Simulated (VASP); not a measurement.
# SnSe2 (P1) in VASP: notebook

The runs below take SnSe2 through single point, with PBE.

Everything below comes from runs of VASP 6.6.1. Logs are shortened: lines on timing, memory, paths and dates and some standing lists are left out, and cuts for length are marked.

### 1 The cell of the first run

The typed cell holds 3 atoms: a = 3.811 Å, b = 3.811 Å, c = 6.137 Å, α = 90.00°, β = 90.00°, γ = 120.00°.

### 2 Single point, PBE (all Sn atoms moved -0.150 Å, as atom 1 along Cartesian [1 1 1])

Contents of INCAR:

```
  ALGO = Normal
  EDIFF = 1E-7
  ENCUT = 520
  GGA = PE
  ISIF = 2
  ISMEAR = 0
  LASPH = True
  LCHARG = False
  LREAL = False
  LWAVE = False
  NBANDS = 20
  NELM = 60
  PREC = Accurate
  SIGMA = 0.05
```

Contents of KPOINTS:

```
k-points
0
Gamma
  12 12 6
```

Contents of POSCAR:

```
SnSe2
1.0
    3.8109987816      0.0000000000      0.0000000000
   -1.9054993908      3.3004217586      0.0000000000
    0.0000000000      0.0000000000      6.1370000000
Sn Se
1 2
Direct
   -0.0358442887     -0.0262398405     -0.0141115432
    0.3333333333      0.6666666667      0.2500000000
    0.6666666667      0.3333333333      0.7500000000
```

Potentials or basis: VASP PAW PBE potentials, release 64 (Sn_d, Se).

On the command line:

```
$ cat potpaw_PBE.64/Sn_d/POTCAR potpaw_PBE.64/Se/POTCAR > POTCAR
$ mpirun -np 1 vasp_std > vasp.out
```

OUTCAR:

```text
EDIFF = 1E-7
   ENCUT = 520
   GGA = PE
   ISIF = 2
   ISMEAR = 0
   LASPH = True
   LREAL = False
   NELM = 60
   PREC = Accurate

 ion  position               nearest neighbor table
   1  0.964  0.974  0.986-   3 2.56   3 2.61   2 2.64   3 2.73   2 2.76   2 2.80
   2  0.333  0.667  0.250-   1 2.64   1 2.76   1 2.80
   3  0.667  0.333  0.750-   1 2.56   1 2.61   1 2.73

  LATTYP: Found a hexagonal cell.
 ALAT       =     3.8109987816
 C/A-ratio  =     1.6103390087

  Lattice vectors:

 A1 = (   3.8109987816,   0.0000000000,   0.0000000000)
 A2 = (  -1.9054993908,   3.3004217586,   0.0000000000)
 A3 = (   0.0000000000,   0.0000000000,   6.1370000000)

Analysis of symmetry for initial positions (statically):
=====================================================================
 Subroutine PRICEL returns:
 Original cell was already a primitive cell.

 Routine SETGRP: Setting up the symmetry group for a
 hexagonal supercell.

 Subroutine GETGRP returns: Found  1 space group operations
 (whereof  1 operations were pure point group operations)
 out of a pool of 24 trial point group operations.

The static configuration has the point symmetry C_1 .

Analysis of symmetry for dynamics (positions and initial velocities):
=====================================================================
 Subroutine PRICEL returns:
 Original cell was already a primitive cell.

 Routine SETGRP: Setting up the symmetry group for a
 hexagonal supercell.

 Subroutine GETGRP returns: Found  1 space group operations
 (whereof  1 operations were pure point group operations)
 out of a pool of 24 trial point group operations.

The dynamic configuration has the point symmetry C_1 .

 Subroutine INISYM returns: Found  1 space group operations
 (whereof  1 operations are pure point group operations),
 and found     1 'primitive' translations

----------------------------------------------------------------------------------------

                                     Primitive cell

  volume of cell :      77.1906

  direct lattice vectors                    reciprocal lattice vectors
     3.810998782  0.000000000  0.000000000     0.262398405  0.151495789  0.000000000
    -1.905499391  3.300421759  0.000000000     0.000000000  0.302991579  0.000000000
     0.000000000  0.000000000  6.137000000     0.000000000  0.000000000  0.162946065

  length of vectors
     3.810998782  3.810998782  6.137000000     0.302991579  0.302991579  0.162946065

  position of ions in fractional coordinates (direct lattice)
     0.964155711  0.973760160  0.985888457
     0.333333333  0.666666667  0.250000000
     0.666666667  0.333333333  0.750000000

  ion indices of the primitive-cell ions
   primitive index   ion index
                 1           1
                 2           2
                 3           3

----------------------------------------------------------------------------------------

 KPOINTS: k-points

Automatic generation of k-mesh.
 Grid dimensions read from file:
 generate k-points for:   12   12    6

 Generating k-lattice:

  Cartesian coordinates                     Fractional coordinates (reciprocal lattice)
     0.021866534  0.012624649  0.000000000     0.083333333 -0.000000000  0.000000000
     0.000000000  0.025249298  0.000000000     0.000000000  0.083333333  0.000000000
     0.000000000  0.000000000  0.027157677     0.000000000  0.000000000  0.166666667

  Length of vectors
     0.025249298  0.025249298  0.027157677

  Shift w.r.t. Gamma in fractional coordinates (k-lattice)
     0.000000000  0.000000000  0.000000000

 Subroutine IBZKPT returns following result:
 ===========================================

 Found    436 irreducible k-points:

 Following reciprocal coordinates:
            Coordinates               Weight
  0.000000  0.000000  0.000000      1.000000
  0.083333  0.000000  0.000000      2.000000
  0.000000  0.083333  0.000000      2.000000
 -0.083333  0.083333  0.000000      2.000000
  0.166667  0.000000  0.000000      2.000000
  0.000000  0.166667  0.000000      2.000000
[... 16 lines left out ...]
  0.166667  0.083333  0.000000      2.000000
 -0.083333  0.250000  0.000000      2.000000
 [... further k-points ...]
   k-points           NKPTS =    436   k-points in BZ     NKDIM =    436   number of bands    NBANDS=     20
   number of dos      NEDOS =    301   number of ions     NIONS =      3
   total plane-waves  NPLWV =  37632
   dimension x,y,z NGX =    28 NGY =   28 NGZ =   48
   dimension x,y,z NGXF=    56 NGYF=   56 NGZF=   96
   ions per type =               1   2
   NGX,Y,Z   is equivalent  to a cutoff of  12.21, 12.21, 13.00 a.u.
   NGXF,Y,Z  is equivalent  to a cutoff of  24.43, 24.43, 26.01 a.u.
 SYSTEM =  unknown system
   PREC   = accura    normal or accurate (medium, high low for compatibility)
   ISTART =      0    job   : 0-new  1-cont  2-samecut
   ICHARG =      2    charge: 1-file 2-atom 10-const
   ISPIN  =      1    spin polarized calculation?
   LNONCOLLINEAR =      F non collinear calculations
   LSORBIT =      F    spin-orbit coupling
   LASPH  =      T    aspherical Exc in radial PAW
   ENCUT  =  520.0 eV  38.22 Ry    6.18 a.u.   7.09  7.09 11.41*2*pi/ulx,y,z
   NELM   =     60;   NELMIN=  2; NELMDL= -5     # of ELM steps
   EDIFF  = 0.1E-06   stopping-criterion for ELM
   LREAL  =      F    real-space projection
   EDIFFG = 0.1E-05   stopping-criterion for IOM
   NSW    =      0    number of steps for IOM
   IBRION =     -1    ionic relax: 0-MD 1-quasi-New 2-CG
   NFREE  =      0    steps in history (QN), initial steepest desc. (CG)
   ISIF   =      2    stress and relaxation
   ISYM   =      2    0-nonsym 1-usesym 2-fastsym
   POTIM  = 0.5000    time-step for ionic-motion
   TEBEG  =    0.0;   TEEND  =   0.0 temperature during run
   PSTRESS=    0.0 pullay stress
   NELECT =      26.0000    total number of electrons
   NUPDOWN=      -1.0000    fix difference up-down
   EMIN   =  10.00;   EMAX   =-10.00  energy-range for DOS
   EFERMI =   0.00;   METHOD = LEGACY
   ISMEAR =     0;   SIGMA  =   0.05  broadening in eV -4-tet -1-fermi 0-gaus
   EFERMI_NEDOS =   21; number of points for ismear=-14 and -15
   IALGO  =     38    algorithm
   IMIX   =      4    mixing-type and parameters
     AMIX     =   0.40;   BMIX     =  1.00
     AMIX_MAG =   1.60;   BMIX_MAG =  1.00
  volume/ion in A,a.u.               =      25.73       173.64
  Fermi-wavevector in a.u.,A,eV,Ry     =   1.139054  2.152501 17.652812  1.297445
  Thomas-Fermi vector in A             =   2.275758
   LORBIT       =      0    0 simple, 1 ext, 2 COOP (PROOUT), +10 PAW based schemes
   GGA     = PE    functional components
   LHFCALC =     F    Hartree Fock is set to
   AEXX    =    0.0000 exact exchange contribution
   IVDW    =     0    specifies the selected vdW correction
   LEPSILON=     F    determine dielectric tensor
   LRPA    =     F    only Hartree local field effects (RPA)
 non-spin polarized calculation
 Gauss-broadening in eV      SIGMA  =   0.05
  energy-cutoff  :      520.00
  volume of cell :       77.19
 maximum number of plane-waves:      2109
   NGX = 15   NGY = 15   NGZ = 23

 number of electron      26.0000002 magnetization

 Free energy of the ion-electron system (eV)
  ---------------------------------------------------
  ext. energy  EPLUGINS =         0.00000000
  ---------------------------------------------------
  free energy    TOTEN  =       -11.64643779 eV

  energy without entropy =      -11.64643779  energy(sigma->0) =      -11.64643779

 E-fermi :   4.5013     XC(G=0):  -9.4579

 val. band max:        4.2425992643   @ k =   0.0833   0.0000   0.1667
 cond. band min:       4.8948545197   @ k =   0.4167  -0.4167   0.3333
 fundamental gap:      0.6522552555
 Fermi energy:         4.5012834022

 k-point     1 :       0.0000    0.0000    0.0000
  band No.  band energies     occupation
      1     -17.1301      2.00000
      2     -17.1232      2.00000
      3     -17.0818      2.00000
      4     -17.0701      2.00000
      5     -17.0665      2.00000
      6      -9.9025      2.00000
[... 12 lines left out ...]
     19      13.0888      0.00000
     20      13.1595      0.00000

 k-point     2 :       0.0833    0.0000    0.0000
  band No.  band energies     occupation
      1     -17.1302      2.00000
      2     -17.1243      2.00000
      3     -17.0799      2.00000
      4     -17.0717      2.00000
      5     -17.0659      2.00000
      6      -9.8338      2.00000
[... 12 lines left out ...]
     19      12.5690      0.00000
     20      13.1739      0.00000

 k-point     3 :       0.0000    0.0833    0.0000
  band No.  band energies     occupation
      1     -17.1341      2.00000
      2     -17.1203      2.00000
      3     -17.0797      2.00000
      4     -17.0708      2.00000
      5     -17.0670      2.00000
      6      -9.8319      2.00000
[... 12 lines left out ...]
     19      12.5990      0.00000
     20      13.2432      0.00000

 k-point     4 :      -0.0833    0.0833    0.0000
  band No.  band energies     occupation
      1     -17.1320      2.00000
      2     -17.1225      2.00000
      3     -17.0798      2.00000
      4     -17.0704      2.00000
      5     -17.0673      2.00000
      6      -9.8322      2.00000
[... 12 lines left out ...]
     19      12.5784      0.00000
     20      13.2281      0.00000

 k-point     5 :       0.1667    0.0000    0.0000
  band No.  band energies     occupation
      1     -17.1387      2.00000
      2     -17.1203      2.00000
      3     -17.0786      2.00000
      4     -17.0713      2.00000
      5     -17.0634      2.00000
      6      -9.6324      2.00000
[... 12 lines left out ...]
     19      12.4734      0.00000
     20      13.3346      0.00000
[... 353 lines left out ...]
      6      -9.6916      2.00000
[... 12 lines left out ...]
     19      12.4467      0.00000
     20      13.3833      0.00000

 k-point    22 :      -0.1667    0.0833    0.0000
  band No.  band energies     occupation
      1     -17.1341      2.00000
      2     -17.1234      2.00000
      3     -17.0767      2.00000
      4     -17.0736      2.00000
      5     -17.0645      2.00000
      6      -9.6972      2.00000
[... 12 lines left out ...]
     19      12.3925      0.00000
     20      13.4618      0.00000

 k-point    23 :       0.1667    0.0833    0.0000
  band No.  band energies     occupation
      1     -17.1481      2.00000
      2     -17.1162      2.00000
      3     -17.0797      2.00000
      4     -17.0687      2.00000
      5     -17.0598      2.00000
      6      -9.4359      2.00000
[... 12 lines left out ...]
     19      11.9227      0.00000
     20      13.6629      0.00000

 k-point    24 :      -0.0833    0.2500    0.0000
  band No.  band energies     occupation
      1     -17.1533      2.00000
      2     -17.1109      2.00000
      3     -17.0759      2.00000
      4     -17.0698      2.00000
      5     -17.0628      2.00000
      6      -9.4217      2.00000
[... 12 lines left out ...]
     19      11.9642      0.00000
     20      13.5971      0.00000

 [... further k-points ...]

------------------------ aborting loop because EDIFF is reached ----------------------------------------

  FORCE on cell =-STRESS in cart. coord.  units (eV):
  Direction    XX          YY          ZZ          XY          YZ          ZX
  --------------------------------------------------------------------------------------
  -------------------------------------------------------------------------------------
  Total        2.4597039      2.9013209      3.2050309     -0.1353449      0.2257980     -0.0156615
  in kB       51.0539128     60.2201705     66.5240120     -2.8092343      4.6866917     -0.3250715
  external PRESSURE =      59.2660317 kB  Pullay stress =       0.0000000 kB

 VOLUME and BASIS-vectors are now :
 -----------------------------------------------------------------------------
  energy-cutoff  :      520.00
  volume of cell :       77.19
      direct lattice vectors                 reciprocal lattice vectors
     3.810998782  0.000000000  0.000000000     0.262398405  0.151495789  0.000000000
    -1.905499391  3.300421759  0.000000000     0.000000000  0.302991579  0.000000000
     0.000000000  0.000000000  6.137000000     0.000000000  0.000000000  0.162946065

 POSITION                                       TOTAL-FORCE (eV/Angst)
 -----------------------------------------------------------------------------------
      1.81890      3.21382      6.05040         0.559767      0.598200      1.426775
     -0.00000      2.20028      1.53425        -0.268697     -0.209714      0.135401
      1.90550      1.10014      4.60275        -0.291070     -0.388485     -1.562176
 -----------------------------------------------------------------------------------
    total drift:                                0.000058      0.000098     -0.000111

  FREE ENERGIE OF THE ION-ELECTRON SYSTEM (eV)
  ---------------------------------------------------
  free  energy   TOTEN  =       -11.6464377934 eV

  energy  without entropy=      -11.6464377934  energy(sigma->0) =      -11.64643779
```

Wall time 4.2 min (1 thread of Intel Xeon Platinum 8559C (Emerald Rapids), shared host); peak memory 0.7 GiB.

What came out:

- Free energy: -11.6464 eV
- Pressure: 5.9 GPa
- Largest force: 1.645 eV/Å
- Band gap on the k mesh: 0.65 eV (least direct gap 1.00 eV)

Forces in eV/Å, atoms in the order of the input:
```
Sn   0.560  0.598  1.427
Se  -0.269 -0.210  0.135
Se  -0.291 -0.388 -1.562
```

Levels at points of the mesh, in eV from the valence-band top:
| k point | band 9 | band 10 | band 11 | band 12 | band 13 | band 14 | band 15 | band 16 | band 17 | band 18 |
| --- | --- | --- | --- | --- | --- | --- | --- | --- | --- | --- |
| (0.00, 0.00, 0.00) | -1.19 | -0.79 | -0.42 | -0.10 | -0.05 | 0.95 | 2.92 | 4.52 | 4.62 | 8.02 |
| (0.50, 0.00, 0.00) | -4.54 | -2.98 | -2.84 | -1.28 | -0.30 | 1.04 | 3.62 | 5.38 | 5.50 | 7.16 |
| (0.00, 0.50, 0.00) | -4.46 | -3.01 | -2.77 | -1.28 | -0.34 | 1.07 | 3.72 | 5.25 | 5.56 | 7.21 |
| (0.50, 0.50, 0.00) | -4.49 | -3.00 | -2.76 | -1.28 | -0.33 | 1.04 | 3.72 | 5.22 | 5.63 | 7.19 |
| (0.00, 0.00, 0.50) | -2.14 | -1.20 | -0.86 | -0.27 | -0.01 | 2.19 | 3.01 | 4.27 | 4.36 | 8.05 |
| (0.50, 0.00, 0.50) | -4.99 | -2.70 | -2.05 | -0.93 | -0.67 | 0.78 | 4.08 | 4.68 | 5.88 | 6.30 |
| (0.00, 0.50, 0.50) | -4.91 | -2.60 | -2.09 | -0.92 | -0.71 | 0.78 | 4.16 | 4.81 | 5.67 | 6.40 |
| (0.50, 0.50, 0.50) | -4.95 | -2.60 | -2.08 | -0.93 | -0.69 | 0.77 | 4.15 | 4.78 | 5.62 | 6.50 |

Caveat: the cell differs from its parent crystal (all Sn atoms moved -0.150 Å, as atom 1 along Cartesian [1 1 1]); the cell stands under pressure; semilocal functionals underestimate gaps, and a narrow one can read as zero; spin-orbit coupling is left out, which moves the levels of the heavy elements; forces of over 1 eV/Å act on the atoms, so gaps and moduli don't describe the material at rest. A k mesh can miss the band edges.

### 3 Single point, PBE (all Sn atoms moved +0.263 Å, as atom 1 along Cartesian [1 1 1])

Contents of INCAR:

```
SYSTEM = SnSe2
  PREC = Accurate
  ENCUT = 520
  EDIFF = 1E-6
  ISMEAR = 0
  SIGMA = 0.05
  LREAL = .False.
  LASPH = .True.
  NELM = 60
  ALGO = Normal
  ISIF = 2
  LWAVE = .False.
  LCHARG = .True.
  GGA = PE
  LELF = .True.
  LVHAR = .True.
  NBANDS = 20
```

Contents of KPOINTS:

```
Automatic mesh
0
Gamma
  12 12 6
  0 0 0
```

POSCAR: that of step 2 with these lines changed.

```diff
@@ -8,3 +8,3 @@
 Direct
-   -0.0358442887     -0.0262398405     -0.0141115432
+    0.0627275051      0.0459197208      0.0246952005
     0.3333333333      0.6666666667      0.2500000000
```

Potentials or basis: VASP PAW PBE potentials, release 64 (Sn_d, Se).

On the command line:

```
$ cat potpaw_PBE.64/Sn_d/POTCAR potpaw_PBE.64/Se/POTCAR > POTCAR
$ mpirun -np 1 vasp_std > vasp.out
```

It took 3.6 min on 1 thread of Intel Xeon 6975P-C (Granite Rapids), shared host; peak memory 0.69 GiB.

Results (log left out):

```
Free energy            : -11.4137 eV
Pressure               : 7.1 GPa
Largest force          : 2.931 eV/Å
Band gap on the k mesh : 0.32 eV (least direct gap 0.60 eV)
```

Forces on the atoms (eV/Å):
```
Sn  -0.925 -1.133 -2.541
Se   0.491  0.845  2.348
Se   0.434  0.288  0.193
```

Stress tensor (GPa, compression positive):
```
 5.52 -0.89 -0.12
-0.89  8.36  1.44
-0.12  1.44  7.46
```

Levels at points of the mesh, in eV from the valence-band top:
```tsv
k point	band 11	band 12	band 13	band 14	band 15	band 16
(0.00, 0.00, 0.00)	-0.66	-0.32	-0.05	0.55	2.67	4.15
(0.50, 0.00, 0.00)	-3.23	-1.55	-0.47	0.66	3.16	5.12
(0.00, 0.50, 0.00)	-3.12	-1.57	-0.56	0.75	3.44	4.91
(0.50, 0.50, 0.00)	-3.10	-1.56	-0.54	0.66	3.43	4.92
(0.00, 0.00, 0.50)	-1.18	-0.51	0.00	1.65	2.84	3.96
(0.50, 0.00, 0.50)	-2.31	-1.24	-0.81	0.49	3.58	4.32
(0.00, 0.50, 0.50)	-2.42	-1.23	-0.89	0.48	3.83	4.63
(0.50, 0.50, 0.50)	-2.40	-1.25	-0.84	0.46	3.79	4.54
```

Caveat: the cell differs from its parent crystal (all Sn atoms moved +0.263 Å, as atom 1 along Cartesian [1 1 1]); the cell stands under pressure; semilocal functionals underestimate gaps, and a narrow one can read as zero; spin-orbit coupling is left out, which moves the levels of the heavy elements; forces of over 1 eV/Å act on the atoms, so gaps and moduli don't describe the material at rest. A k mesh can miss the band edges.
